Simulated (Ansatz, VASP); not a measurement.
# One calculation of Si5Cl, two programs

```
Si Cl
1.0
     2.74389   -0.03600   -0.01105
    -0.34216    8.67587   -0.05342
    -0.10060   -0.64037   10.65505
Si Cl
10 2
Direct
  0.93623 0.88365 0.13795
  0.97400 0.60042 0.12755
  0.98189 0.84011 0.91588
  0.06168 0.55882 0.89987
  0.91347 0.38989 0.27008
  0.89354 0.10959 0.28156
  0.98667 0.63822 0.68473
  0.93350 0.91317 0.70307
  0.86057 0.03827 0.50149
  0.82686 0.51386 0.47893
  0.88447 0.26968 0.59829
  0.74712 0.74432 0.40060
```

Change from the starting cell: the structure that the rattled cell fell into.

Alike in both runs: functional PBE; k mesh 6 × 2 × 2; occupations gaussian, width 0.1 eV; no spin polarisation.

Ansatz relaxed the structure, and its values are those at the end. VASP's run is a single point on that final structure, the one shown.

|  | VASP | Ansatz |
| --- | --- | --- |
| version | VASP 6.6.1 | Ansatz 0.2.0 |
| potentials or method | VASP PAW PBE potentials, release 64 (Si, Cl), cutoff 520 eV | scalar-relativistic, plane waves, PAW |
| valence electrons in the cell | 54 | 54 |

VASP gave:

| Property | Result |
| --- | --- |
| gap on the k mesh at the Fermi level (eV) | none |
| pressure (GPa) | 0.0 |
| rms of the force components (eV/Å) | 0.017 |

Task: Which values does Ansatz return?

Result: gap on the k mesh at the Fermi level (eV): none; pressure (GPa): 0.0; rms of the force components (eV/Å): 0.010.

A gap of «none» marks a metal or a gap that the smearing closes.

The k mesh is coarse, so the values compare programs but aren't converged.
